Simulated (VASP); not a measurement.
# W3N4 (Pm-3m) in VASP: further runs

W3N4 is run at these levels: PBE; tasks: single point.

All numbers are computed with VASP 6.6.1; they aren't measurements. Logs are shortened: lines on timing, memory, paths and dates and some standing lists are left out, and cuts for length are marked.

## (1) The cell of the first run

Symmetry: Pm-3m, No. 221, cubic system. Conventional cell: a = 4.122 Å, b = 4.122 Å, c = 4.122 Å, α = 90.00°, β = 90.00°, γ = 90.00°. W (site symmetry 4/mmm) has 6 N at 2.06 Å within 2.7 Å. Within 2.7 Å of N (site symmetry m-3m) lie 6 W at 2.06 Å. Within 2.7 Å of N (site symmetry 4/mmm) lie 4 W at 2.06 Å.

## (2) Single point, PBE

The input, INCAR:

```
ALGO = Normal ; EDIFF = 1E-6
ENCUT = 1330 ; GGA = PE
GGA_COMPAT = F ; ISIF = 2
ISMEAR = 0 ; LASPH = T
LCHARG = F ; LREAL = F
LWAVE = F ; NBANDS = 40
NELM = 120 ; PREC = Accurate
SIGMA = 0.1
```

The input, KPOINTS:

```
k-points
0
Gamma
  10 10 10
```

The input, POSCAR:

```
W3N4
1.0
    4.1220000000      0.0000000000      0.0000000000
    0.0000000000      4.1220000000      0.0000000000
    0.0000000000      0.0000000000      4.1220000000
W N
3 4
Direct
    0.5000000000      0.5000000000      0.0000000000
    0.0000000000      0.5000000000      0.5000000000
    0.5000000000      0.0000000000      0.5000000000
    0.5000000000      0.5000000000      0.5000000000
    0.5000000000      0.0000000000      0.0000000000
    0.0000000000      0.5000000000      0.0000000000
    0.0000000000      0.0000000000      0.5000000000
```

Potentials or basis: VASP PAW PBE potentials, release 64 (W_sv, N_h).

Run with:

```
$ cat potpaw_PBE.64/W_sv/POTCAR potpaw_PBE.64/N_h/POTCAR > POTCAR
$ mpirun -np 1 vasp_std > vasp.out
```

OUTCAR:

```text
EDIFF = 1E-6
   ENCUT = 1330
   GGA = PE
   ISIF = 2
   ISMEAR = 0
   LASPH = T
   LREAL = F
   NELM = 120
   PREC = Accurate

 ion  position               nearest neighbor table
   1  0.500  0.500  0.000-   4 2.06   5 2.06   6 2.06   4 2.06   5 2.06   6 2.06   3 2.91   3 2.91
                             3 2.91   2 2.91   3 2.91   2 2.91   2 2.91   2 2.91
   2  0.000  0.500  0.500-   4 2.06   6 2.06   7 2.06   6 2.06   7 2.06   4 2.06   3 2.91   3 2.91
                             1 2.91   1 2.91   3 2.91   1 2.91   1 2.91   3 2.91
   3  0.500  0.000  0.500-   4 2.06   5 2.06   7 2.06   5 2.06   4 2.06   7 2.06   2 2.91   1 2.91
                             2 2.91   1 2.91   1 2.91   2 2.91   1 2.91   2 2.91
   4  0.500  0.500  0.500-   1 2.06   2 2.06   3 2.06   1 2.06   3 2.06   2 2.06
   5  0.500  0.000  0.000-   1 2.06   3 2.06   3 2.06   1 2.06
   6  0.000  0.500  0.000-   1 2.06   2 2.06   2 2.06   1 2.06
   7  0.000  0.000  0.500-   2 2.06   3 2.06   2 2.06   3 2.06

  LATTYP: Found a simple cubic cell.
 ALAT       =     4.1220000000

  Lattice vectors:

 A1 = (   4.1220000000,   0.0000000000,   0.0000000000)
 A2 = (   0.0000000000,   4.1220000000,   0.0000000000)
 A3 = (   0.0000000000,   0.0000000000,   4.1220000000)

Analysis of symmetry for initial positions (statically):
=====================================================================
 Subroutine PRICEL returns:
 Original cell was already a primitive cell.

 Routine SETGRP: Setting up the symmetry group for a
 simple cubic supercell.

 Subroutine GETGRP returns: Found 48 space group operations
 (whereof 48 operations were pure point group operations)
 out of a pool of 48 trial point group operations.

The static configuration has the point symmetry O_h .

Analysis of symmetry for dynamics (positions and initial velocities):
=====================================================================
 Subroutine PRICEL returns:
 Original cell was already a primitive cell.

 Routine SETGRP: Setting up the symmetry group for a
 simple cubic supercell.

 Subroutine GETGRP returns: Found 48 space group operations
 (whereof 48 operations were pure point group operations)
 out of a pool of 48 trial point group operations.

The dynamic configuration has the point symmetry O_h .

 Subroutine INISYM returns: Found 48 space group operations
 (whereof 48 operations are pure point group operations),
 and found     1 'primitive' translations

[... 109 lines left out ...]
   NFREE  =      0    steps in history (QN), initial steepest desc. (CG)
   ISIF   =      2    stress and relaxation
   ISYM   =      2    0-nonsym 1-usesym 2-fastsym
   POTIM  = 0.5000    time-step for ionic-motion
   TEBEG  =    0.0;   TEEND  =   0.0 temperature during run
   PSTRESS=    0.0 pullay stress
   NELECT =      62.0000    total number of electrons
   NUPDOWN=      -1.0000    fix difference up-down
   EMIN   =  10.00;   EMAX   =-10.00  energy-range for DOS
   EFERMI =   0.00;   METHOD = LEGACY
   ISMEAR =     0;   SIGMA  =   0.10  broadening in eV -4-tet -1-fermi 0-gaus
   EFERMI_NEDOS =   21; number of points for ismear=-14 and -15
   IALGO  =     38    algorithm
   IMIX   =      4    mixing-type and parameters
     AMIX     =   0.40;   BMIX     =  1.00
     AMIX_MAG =   1.60;   BMIX_MAG =  1.00
  volume/ion in A,a.u.               =      10.01        67.52
  Fermi-wavevector in a.u.,A,eV,Ry     =   1.571921  2.970500 33.619124  2.470936
  Thomas-Fermi vector in A             =   2.673433
   LORBIT       =      0    0 simple, 1 ext, 2 COOP (PROOUT), +10 PAW based schemes
   GGA     = PE    functional components
   LHFCALC =     F    Hartree Fock is set to
   AEXX    =    0.0000 exact exchange contribution
   IVDW    =     0    specifies the selected vdW correction
   LEPSILON=     F    determine dielectric tensor
   LRPA    =     F    only Hartree local field effects (RPA)
 non-spin polarized calculation
 Gauss-broadening in eV      SIGMA  =   0.10
  energy-cutoff  :     1330.00
  volume of cell :       70.04
 maximum number of plane-waves:      7809
 NGX is ok and might be reduce to    50
   NGX = 25   NGY = 25   NGZ = 25

 number of electron      61.9999999 magnetization

 Free energy of the ion-electron system (eV)
  ---------------------------------------------------
  ext. energy  EPLUGINS =         0.00000000
  ---------------------------------------------------
  free energy    TOTEN  =       -72.20058855 eV

  energy without entropy =      -72.18770949  energy(sigma->0) =      -72.19414902

 E-fermi :  11.9962     XC(G=0): -13.3987

 val. band max:       11.9949805796   @ k =   0.5000   0.1000   0.1000
 cond. band min:      11.9980977708   @ k =   0.5000   0.3000   0.1000
 fundamental gap:      0.0031171912
 Fermi energy:        11.9961806138

 k-point     1 :       0.0000    0.0000    0.0000
  band No.  band energies     occupation
      1     -63.7704      2.00000
      2     -63.6816      2.00000
      3     -63.6816      2.00000
      4     -28.5104      2.00000
      5     -28.5104      2.00000
      6     -28.5104      2.00000
[... 1021 lines left out ...]
     39      15.1799      0.00000
     40      15.4300      0.00000

 [... further k-points ...]

------------------------ aborting loop because EDIFF is reached ----------------------------------------

  FORCE on cell =-STRESS in cart. coord.  units (eV):
  Direction    XX          YY          ZZ          XY          YZ          ZX
  --------------------------------------------------------------------------------------
  -------------------------------------------------------------------------------------
  Total       12.5882906     12.5882906     12.5882906      0.0000000     -0.0000000      0.0000000
  in kB      287.9740668    287.9740668    287.9740668      0.0000000     -0.0000000      0.0000000
  external PRESSURE =     287.9740668 kB  Pullay stress =       0.0000000 kB

 VOLUME and BASIS-vectors are now :
 -----------------------------------------------------------------------------
  energy-cutoff  :     1330.00
  volume of cell :       70.04
      direct lattice vectors                 reciprocal lattice vectors
     4.122000000  0.000000000  0.000000000     0.242600679  0.000000000  0.000000000
     0.000000000  4.122000000  0.000000000     0.000000000  0.242600679  0.000000000
     0.000000000  0.000000000  4.122000000     0.000000000  0.000000000  0.242600679

 POSITION                                       TOTAL-FORCE (eV/Angst)
 -----------------------------------------------------------------------------------
      2.06100      2.06100      0.00000         0.000000      0.000000      0.000000
      0.00000      2.06100      2.06100         0.000000      0.000000      0.000000
      2.06100      0.00000      2.06100         0.000000      0.000000      0.000000
      2.06100      2.06100      2.06100         0.000000      0.000000      0.000000
      2.06100      0.00000      0.00000         0.000000      0.000000      0.000000
      0.00000      2.06100      0.00000         0.000000      0.000000      0.000000
      0.00000      0.00000      2.06100         0.000000      0.000000      0.000000
 -----------------------------------------------------------------------------------
    total drift:                                0.000000      0.000000      0.000000

  FREE ENERGIE OF THE ION-ELECTRON SYSTEM (eV)
  ---------------------------------------------------
  free  energy   TOTEN  =       -72.2005885481 eV

  energy  without entropy=      -72.1877094878  energy(sigma->0) =      -72.19414902
```

OSZICAR:

```text
N       E                     dE             d eps       ncg     rms          rms(c)
DAV:   1     0.108961156495E+04    0.10896E+04   -0.60159E+04  4480   0.350E+03
DAV:   2     0.433250707712E+02   -0.10463E+04   -0.10120E+04  4536   0.838E+02
DAV:   3    -0.787963782421E+02   -0.12212E+03   -0.11594E+03  5664   0.219E+02
DAV:   4    -0.846349082788E+02   -0.58385E+01   -0.57081E+01  5344   0.438E+01
DAV:   5    -0.847751462793E+02   -0.14024E+00   -0.14007E+00  5384   0.681E+00    0.653E+01
DAV:   6    -0.728935837145E+02    0.11882E+02   -0.67360E+01  5704   0.441E+01    0.212E+01
DAV:   7    -0.723769497319E+02    0.51663E+00   -0.57802E+00  5472   0.127E+01    0.163E+01
DAV:   8    -0.722076058988E+02    0.16934E+00   -0.78937E-01  5400   0.595E+00    0.107E+00
DAV:   9    -0.722014411143E+02    0.61648E-02   -0.58825E-02  5248   0.157E+00    0.516E-01
DAV:  10    -0.722005495825E+02    0.89153E-03   -0.10838E-02  5472   0.612E-01    0.168E-01
DAV:  11    -0.722005101223E+02    0.39460E-04   -0.12647E-03  5344   0.251E-01    0.133E-01
DAV:  12    -0.722005820203E+02   -0.71898E-04   -0.19702E-04  5248   0.838E-02    0.238E-02
DAV:  13    -0.722005888382E+02   -0.68179E-05   -0.42670E-05  5416   0.466E-02    0.317E-02
DAV:  14    -0.722005885481E+02    0.29006E-06   -0.71189E-06  4568   0.177E-02
   1 F= -.72200589E+02 E0= -.72194149E+02  d E =-.128791E-01
```

stdout:

```text
POSCAR found type information on POSCAR W N
 POSCAR found :  2 types and       7 ions
 scaLAPACK will be used
 LDA part: xc-table for (Slater+PW92), standard interpolation
 POSCAR, INCAR and KPOINTS ok, starting setup
 FFT: planning ... GRIDC
 FFT: planning ... GRID_SOFT
 FFT: planning ... GRID
 WAVECAR not read
 entering main loop
```

It took 9.3 min on 1 thread of Intel Xeon Platinum 8259CL at 2.50GHz (Skylake/Cascade Lake), shared host; peak memory 0.66 GiB.

What came out:

| Property | Result |
| --- | --- |
| Free energy | -72.2006 eV |
| Pressure | 28.8 GPa |
| Band gap on the k mesh | zero (bands 31 and 32 overlap by 2.71 eV) |

Caveat: the cell stands under pressure; spin-orbit coupling is left out, which moves the levels of the heavy elements.

## (3) Single point, PBE

The input, INCAR:

```
PREC = Accurate
ENCUT = 1330
EDIFF = 1E-6
ISMEAR = 0
SIGMA = 0.05
LREAL = False
LASPH = True
NELM = 120
ALGO = Normal
ISIF = 2
LWAVE = False
LCHARG = False
GGA = PE
NBANDS = 40
GGA_COMPAT = False
```

The input, KPOINTS:

```
regular mesh
0
Gamma
  10 10 10
```

POSCAR is that of step 2.

Potentials or basis: VASP PAW PBE potentials, release 64 (W_sv, N_h).

Run with:

```
$ cat potpaw_PBE.64/W_sv/POTCAR potpaw_PBE.64/N_h/POTCAR > POTCAR
$ mpirun -np 1 vasp_std > vasp.out
```

It took 4.6 min on 1 thread of Intel Xeon 6975P-C (Granite Rapids), shared host; peak memory 0.66 GiB.

It converged, with:

```
Free energy            : -72.1953 eV
Pressure               : 28.8 GPa
Band gap on the k mesh : zero (bands 31 and 32 overlap by 2.71 eV)
```

Levels at points of the mesh, in eV from the Fermi level:
```csv
k point,band 29,band 30,band 31,band 32,band 33,band 34
"(0.00, 0.00, 0.00)",-2.23,-2.23,-2.23,-0.87,-0.87,-0.87
"(0.50, 0.00, 0.00)",-3.56,-1.77,0.00,0.00,0.04,0.24
"(0.50, 0.50, 0.00)",-0.55,0.39,0.39,0.57,0.57,1.40
"(0.50, 0.50, 0.50)",1.26,1.26,1.26,1.84,1.84,1.84
```

Caveat: the cell stands under pressure; spin-orbit coupling is left out, which moves the levels of the heavy elements.

## (4) Single point, PBE

The input, INCAR:

```
SYSTEM = W3N4
PREC = Accurate
ENCUT = 1330
EDIFF = 1E-6
ISMEAR = 0
SIGMA = 0.1
LREAL = .False.
LASPH = .True.
NELM = 120
ALGO = Normal
ISIF = 2
LWAVE = .False.
LCHARG = .True.
GGA = PE
LELF = .True.
LVHAR = .True.
NBANDS = 40
GGA_COMPAT = .False.
```

The input, KPOINTS:

```
Automatic mesh
0
Gamma
  4 4 4
  0.5 0.5 0.5
```

POSCAR is that of step 3.

Run with:

```
$ cat potpaw_PBE.64/W_sv/POTCAR potpaw_PBE.64/N_h/POTCAR > POTCAR
$ mpirun -np 1 vasp_std > vasp.out
```

Run time: 36 s. Hardware: 1 thread of AMD EPYC 9R45 (Zen 5), shared host; peak memory 0.31 GiB.

The run converged. Its results:

```
Free energy            : -72.3525 eV
Pressure               : 28.2 GPa
Band gap on the k mesh : zero (bands 31 and 32 overlap by 0.79 eV)
```

Levels at points of the mesh, in eV from the Fermi level:
```
           k point  band 27  band 28  band 29  band 30  band 31  band 32  band 33  band 34  band 35  band 36
(0.12, 0.12, 0.12)    -3.57    -3.43    -3.43    -2.82    -2.82    -0.12    -0.12     0.27     1.46     1.46
```

Caveat: the k points lie up to 0.38 Å⁻¹ apart, too coarse for converged energies and pressures of a metal; spin-orbit coupling is left out, which moves the levels of the heavy elements.

(Part 1 of 2 ends here.)

The gap in the log of VASP goes by the Fermi energy; the results here count the filled bands.